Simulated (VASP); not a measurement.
## C: single point with RPBE

C:

```
C
1.0
     0.00000    1.77008    1.77008
     1.77008    0.00000    1.77008
     1.77008    1.77008    0.00000
C
2
Cartesian
  1.7701 1.7701 1.7701
  2.6551 2.6551 2.6551
```

This cell differs from its parent crystal: volume scaled by 0.96.

| Item | Value |
| --- | --- |
| Program | VASP 6.6.1 |
| Task | single point |
| Functional | RPBE |
| Potentials or basis | VASP PAW PBE potentials, release 64 (C) |
| Cutoff | 520 eV |
| k mesh | 13 × 13 × 13 |
| Occupations | fermi-dirac, width 0.05 eV |
| Spin | no spin polarisation |
| Dipole correction | no |
| Further INCAR settings | ALGO = Normal; EDIFF = 1e-06; NBANDS = 11 |

```json
{"Pressure": "19.0 GPa", "Band gap on the k mesh": "4.18 eV, indirect (least direct gap 5.65 eV)"}
```

Levels at points of the mesh, in eV from the valence-band top:
| k point | band 1 | band 2 | band 3 | band 4 | band 5 | band 6 | band 7 | band 8 |
| --- | --- | --- | --- | --- | --- | --- | --- | --- |
| (0.00, 0.00, 0.00) | -21.86 | 0.00 | 0.00 | 0.00 | 5.65 | 5.65 | 5.65 | 13.79 |

It took 11 s on 1 thread of AMD EPYC 7R13, with other jobs on the host, peak memory 0.09 GiB.

Caveat: the PAW data sets were made with another functional, which shifts forces and pressure a little. A k mesh can miss the band edges.
